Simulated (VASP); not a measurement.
# Si31C32 (a cell with a defect) in VASP: notebook, part 2 of 2

VASP 6.6.1. Earlier steps stand in the parts before.

## (3) Single point, PBEsol, collinear spin

Input file INCAR:

```
  ALGO = Normal
  EDIFF = 1E-7
  ENCUT = 520
  GGA = PS
  ISIF = 2
  ISMEAR = -1
  ISPIN = 2
  LASPH = True
  LCHARG = False
  LORBIT = 11
  LREAL = Auto
  LWAVE = False
  MAGMOM = 0 0 0 0 0 0 0 0 0 0 0 0 0 0 0 0 0 0 0 0 0 0 0 0 0 0 0 0 0 0 0 0 0 0 0 0 0 0 0.5 0 0.5 0 0 0 0 0 0 0 0 0.5 0 0 0 0 0 0 0 0 0 0.5 0 0 0
  NBANDS = 167
  NELECT = 254.0
  NELM = 150
  PREC = Accurate
  SIGMA = 0.05
```

Input file KPOINTS:

```
k-points
0
Gamma
  1 1 1
```

Input file POSCAR:

```
Si31C32
1.0
    8.7137060000      0.0000000000      0.0000000000
    0.0000000000      8.7137060000      0.0000000000
    0.0000000000      0.0000000000      8.7137060000
Si C
31 32
Direct
    0.9995490000      0.9991620000      0.9997380000
    0.9999020000      0.9995810000      0.4996890000
    0.9999250000      0.4990850000      0.0001340000
    0.9995940000      0.4990750000      0.4996260000
    0.4994880000      0.9995600000      0.0001100000
    0.4994130000      0.9992150000      0.4996020000
    0.4994220000      0.4990100000      0.9997220000
    0.2508160000      0.2504450000      0.9992800000
    0.2516650000      0.2512830000      0.4987660000
    0.2510140000      0.7504260000      0.0000440000
    0.2515840000      0.7490990000      0.5003500000
    0.7508460000      0.2506260000      0.0000780000
    0.7494300000      0.2512790000      0.5003310000
    0.7509010000      0.7505630000      0.9994520000
    0.7502660000      0.7499140000      0.4992930000
    0.2508260000      0.9986800000      0.2510360000
    0.2510030000      0.9995240000      0.7509940000
    0.2516150000      0.4982340000      0.2517910000
    0.2515920000      0.4997540000      0.7495740000
    0.7507850000      0.9994880000      0.2512090000
    0.7508830000      0.9988860000      0.7511040000
    0.7493630000      0.4997680000      0.2518160000
    0.7502590000      0.4987460000      0.7504300000
    0.9990790000      0.2504830000      0.2510390000
    0.9999150000      0.2506740000      0.7509610000
    0.9999010000      0.7504030000      0.2511640000
    0.9992320000      0.7505540000      0.7511260000
    0.4986690000      0.2512770000      0.2517810000
    0.5001760000      0.2512620000      0.7495580000
    0.5001010000      0.7489950000      0.2517860000
    0.4991580000      0.7498700000      0.7504210000
    0.1251410000      0.1247800000      0.1253230000
    0.1246600000      0.1242840000      0.6255400000
    0.1246700000      0.6249700000      0.1247980000
    0.1247210000      0.6252360000      0.6258470000
    0.6253400000      0.1242710000      0.1247870000
    0.6256290000      0.1243700000      0.6258630000
    0.6256040000      0.6252570000      0.1250460000
    0.6386380000      0.6381810000      0.6387100000
    0.3746770000      0.3743270000      0.1248760000
    0.3636410000      0.3632140000      0.6360770000
    0.3752270000      0.8754940000      0.1247460000
    0.3748230000      0.8748960000      0.6255130000
    0.8758900000      0.3748350000      0.1247420000
    0.8752490000      0.3744360000      0.6255260000
    0.8752460000      0.8748900000      0.1255260000
    0.8762310000      0.8758160000      0.6254100000
    0.3747250000      0.1242830000      0.3748460000
    0.3752260000      0.1241860000      0.8760850000
    0.3634800000      0.6355380000      0.3638250000
    0.3748460000      0.6249470000      0.8754100000
    0.8758580000      0.1241900000      0.3754540000
    0.8752500000      0.1249180000      0.8754020000
    0.8753220000      0.6249150000      0.3749570000
    0.8761700000      0.6248070000      0.8764660000
    0.1246240000      0.3742970000      0.3748860000
    0.1245460000      0.3748900000      0.8760690000
    0.1245350000      0.8755450000      0.3754510000
    0.1253020000      0.8748360000      0.8754330000
    0.6358850000      0.3631880000      0.3638340000
    0.6253240000      0.3744530000      0.8754800000
    0.6252880000      0.8748940000      0.3750240000
    0.6252040000      0.8757990000      0.8764050000
```

Potentials or basis: VASP PAW PBE potentials, release 64 (Si, C).

Launch:

```
$ cat potpaw_PBE.64/Si/POTCAR potpaw_PBE.64/C/POTCAR > POTCAR
$ mpirun -np 1 vasp_gam > vasp.out
```

OUTCAR:

```text
EDIFF = 1E-7
   ENCUT = 520
   GGA = PS
   ISIF = 2
   ISMEAR = -1
   ISPIN = 2
   LASPH = True
   LORBIT = 11
   LREAL = Auto
   NELECT = 254.0
   NELM = 150
   PREC = Accurate

 ion  position               nearest neighbor table
   1  1.000  0.999  1.000-  46 1.88  59 1.88  53 1.88  32 1.90  27 3.06  14 3.06  21 3.06  12 3.08
                            26 3.08  17 3.08  10 3.08  20 3.08  25 3.08   8 3.10  16 3.10  24 3.10
   2  1.000  1.000  0.500-  52 1.88  58 1.88  47 1.88  33 1.89  20 3.07  26 3.07  15 3.08  24 3.08
                            16 3.08  21 3.08  27 3.08  11 3.09  13 3.09  25 3.10  17 3.10   9 3.10
   3  1.000  0.499  0.000-  57 1.88  44 1.88  55 1.88  34 1.89  12 3.07  25 3.07  23 3.08  24 3.08
[... 707 lines left out ...]
      4.35239      8.70987      0.00096         0.080141      0.065554      0.068333
      4.35174      8.70687      4.35338         0.090287      0.072657      0.091495
[... 55 lines left out ...]
      5.44858      7.62357      3.26785         0.020866     -0.003011     -0.013434
      5.44784      7.63146      7.63674         0.000518     -0.000474     -0.004522
 -----------------------------------------------------------------------------------
    total drift:                                0.035548      0.036485      0.027465

  FREE ENERGIE OF THE ION-ELECTRON SYSTEM (eV)
  ---------------------------------------------------
  free  energy   TOTEN  =      -474.7479764680 eV

  energy  without entropy=     -474.6494896655  energy(sigma->0) =     -474.69873307

 total charge

# of ion       s       p       d       tot
------------------------------------------
    1        0.701   0.986   0.000   1.687
    2        0.708   0.994   0.000   1.702
    3        0.708   0.994   0.000   1.702
    4        0.701   0.983   0.000   1.684
    5        0.708   0.994   0.000   1.702
    6        0.701   0.983   0.000   1.684
[... 55 lines left out ...]
   62        0.828   1.724   0.000   2.552
   63        0.832   1.716   0.000   2.548
--------------------------------------------------
tot         48.469  85.260   0.000 133.729

 magnetization (x)

# of ion       s       p       d       tot
------------------------------------------
    1       -0.000   0.003   0.000   0.003
    2       -0.001   0.013   0.000   0.013
    3       -0.001   0.013   0.000   0.013
    4       -0.000   0.003   0.000   0.003
    5       -0.001   0.013   0.000   0.013
    6       -0.000   0.003   0.000   0.003
[... 55 lines left out ...]
   62        0.001   0.001   0.000   0.001
   63        0.003   0.025   0.000   0.028
--------------------------------------------------
tot          0.132   1.485   0.000   1.617
```

Wall time 12 min (1 thread of Intel Xeon Platinum 8259CL at 2.50GHz (Skylake/Cascade Lake), shared host); peak memory 0.96 GiB.

Results:

```yaml
Free_energy: -474.7480 eV
Largest_force: 0.161 eV/Å
Net_moment: 3.62 μB per cell
Site_moments: Si +0.00, +0.01, -0.00 (each value once); C +0.01, +0.04, +0.31, +0.00, +0.29, +0.03 (each value once) μB
Valence_electrons_inside_the_program's_atomic_spheres: Si 1.69, 1.70, 1.68 (each value once); C 2.54, 2.53, 2.48, 2.56, 2.49, 2.55 (each value once)
```

Forces on the atoms (eV/Å):
```
Si   0.084  0.087  0.082
Si   0.072  0.067  0.084
Si   0.068  0.088  0.067
Si   0.068  0.082  0.086
Si   0.080  0.066  0.068
Si   0.090  0.073  0.091
Si   0.087  0.097  0.083
Si  -0.075 -0.072  0.073
Si  -0.052 -0.057  0.092
Si  -0.069 -0.093  0.084
Si  -0.063 -0.084  0.056
Si  -0.097 -0.074  0.079
Si  -0.082 -0.068  0.060
Si  -0.090 -0.097  0.091
Si  -0.064 -0.078  0.073
Si  -0.076  0.078 -0.080
Si  -0.073  0.080 -0.091
Si  -0.057  0.089 -0.045
Si  -0.051  0.052 -0.075
Si  -0.094  0.089 -0.072
Si  -0.084  0.076 -0.089
Si  -0.068  0.045 -0.054
Si  -0.071  0.076 -0.064
Si   0.071 -0.086 -0.077
Si   0.080 -0.081 -0.086
Si   0.087 -0.086 -0.069
Si   0.082 -0.100 -0.087
Si   0.081 -0.057 -0.047
Si   0.049 -0.062 -0.066
Si   0.049 -0.071 -0.045
Si   0.076 -0.073 -0.074
C    0.005  0.001  0.010
C   -0.004 -0.002 -0.002
C   -0.006 -0.001 -0.004
C   -0.005  0.006 -0.005
C    0.006 -0.006  0.002
C   -0.001 -0.005 -0.013
C   -0.002 -0.003 -0.026
C   -0.015 -0.007 -0.006
C   -0.009 -0.012 -0.006
C    0.012  0.024  0.022
C    0.010 -0.001 -0.007
C   -0.010  0.001  0.021
C   -0.009  0.014  0.006
C    0.006 -0.001  0.015
C   -0.005 -0.010 -0.001
C   -0.010  0.002  0.003
C   -0.016  0.002 -0.013
C    0.006  0.007 -0.013
C    0.033  0.030  0.014
C   -0.010  0.017  0.003
C   -0.010  0.004 -0.002
C   -0.001  0.004 -0.002
C   -0.009  0.025 -0.001
C   -0.003  0.009 -0.013
C    0.009 -0.005 -0.011
C    0.005  0.001 -0.007
C    0.001 -0.015 -0.002
C    0.002  0.002 -0.004
C    0.028  0.031  0.012
C    0.023 -0.012 -0.005
C    0.021 -0.003 -0.013
C    0.001  0.000 -0.005
```

Levels at points of the mesh, in eV from the Fermi level:
Spin up:
| k point | band 126 | band 127 | band 128 | band 129 | band 130 | band 131 | band 132 | band 133 |
| --- | --- | --- | --- | --- | --- | --- | --- | --- |
| (0.00, 0.00, 0.00) | -0.70 | -0.70 | -0.68 | -0.03 | 0.12 | 0.12 | 2.64 | 2.64 |
Spin down:
```tsv
k point	band 122	band 123	band 124	band 125	band 126	band 127	band 128	band 129
(0.00, 0.00, 0.00)	-1.92	-1.38	-1.38	-1.38	0.11	0.17	0.18	0.20
```

Caveat: the k points lie up to 0.72 Å⁻¹ apart; the cell carries a net charge on a neutralising background, which shifts energy and pressure; the cell is charged against a uniform background, so pressure and absolute levels hang on convention; the PAW data sets were made with another functional, which shifts forces and pressure a little.
